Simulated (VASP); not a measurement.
A run of VASP 6.6.1 is set up as follows.

INCAR

```
PREC = Accurate
ENCUT = 520
EDIFF = 1E-7
ISMEAR = 0
SIGMA = 0.1
LREAL = F
LASPH = T
NELM = 150
ALGO = Normal
ISIF = 2
LWAVE = F
LCHARG = T
ISPIN = 2
MAGMOM = 0.68
LORBIT = 11
LMAXMIX = 4
GGA = PS
LELF = T
LVHAR = T
NBANDS = 14
```

Contents of KPOINTS:

```
regular mesh
0
Gamma
  20 20 20
```

POSCAR

```
Fe
1.0
    0.0000000000      1.7031085682      1.7031085682
    1.7031085682      0.0000000000      1.7031085682
    1.7031085682      1.7031085682      0.0000000000
Fe
1
Direct
    0.0000000000      0.0000000000      0.0000000000
```

Potentials or basis: VASP PAW PBE potentials, release 64 (Fe).

Launch:

```console
$ cat potpaw_PBE.64/Fe/POTCAR > POTCAR
$ mpirun -np 1 vasp_std > vasp.out
```

(1) Predict the net moment.

(2) Predict the pressure.

(3) Predict the site moments.

## Answers

(1) 0.24 μB per cell.

(2) -0.3 GPa.

(3) Fe +0.23 μB.

Caveat: the PAW data sets were made with another functional, which shifts forces and pressure a little.
